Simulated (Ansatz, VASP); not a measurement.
**Os in VASP and in Ansatz**

File INCAR:

```
PREC = Accurate
ENCUT = 520
EDIFF = 1E-7
ISMEAR = -1
SIGMA = 0.1
LREAL = F
LASPH = T
NELM = 100
ALGO = Normal
ISIF = 2
LWAVE = F
LCHARG = F
GGA = PE
NBANDS = 19
```

KPOINTS

```
Automatic mesh
0
Gamma
  10 10 13
```

Contents of POSCAR:

```
Os
1.0
    4.3807439777      0.0000000000      0.0000000000
   -2.1903719888      3.7938355721      0.0000000000
    0.0000000000      0.0000000000      2.7568859291
Os
3
Direct
    1.0000000000      1.0000000000      1.0000000000
    0.3333333333      0.6666666667      0.5000000000
    0.6666666667      0.3333333333      0.5000000000
```

Input for Ansatz:

```yaml
crystal:
  lattice:
    - [4.3807439777, 0.0, 0.0]
    - [-2.1903719888, 3.7938355721, 0.0]
    - [0.0, 0.0, 2.7568859291]
  atoms:
    - { symbol: Os, position: [1.0, 1.0, 1.0] }
    - { symbol: Os, position: [0.3333333333, 0.6666666667, 0.5] }
    - { symbol: Os, position: [0.6666666667, 0.3333333333, 0.5] }
hamiltonian:
  xc: pbe
  pseudopotentials:
    kind: paw
    azcp:
      Os: "pseudopotentials/Os.paw.azcp"
basis:
  ecutwfc: 420
  fft_grid_basis: typed
kpoints:
  mp_grid: { grid: [10, 10, 13], shift: [0, 0, 0] }
magnetization:
  spin_polarized: false
scf:
  occupations: { method: fermi_dirac, width: 0.1 }
  lower_state_search: "off"
output:
  stress: true
```

Alike in both runs: task single point; functional PBE; k mesh 10 × 10 × 13; occupations fermi-dirac, width 0.1 eV; no spin polarisation.

|  | VASP | Ansatz |
| --- | --- | --- |
| version | VASP 6.6.1 | Ansatz 0.2.0 |
| potentials or method | VASP PAW PBE potentials, release 64 (Os), cutoff 520 eV | plane waves (420 eV) with PAW, scalar-relativistic |
| valence electrons in the cell | 24 | 48 |

```csv
,VASP,Ansatz,Ansatz less VASP
pressure (GPa),-13.7,-13.3,+0.43
"traceless stress, the component that is largest in VASP (GPa)",1.91,1.74,-0.170
```

The functional is the same, so the differences come from potentials, cutoffs and numerics. VASP's potentials hold 24 valence electrons a cell and Ansatz's 48, so a difference there can come from the potentials and not from the codes.

Spin-orbit coupling is off throughout.
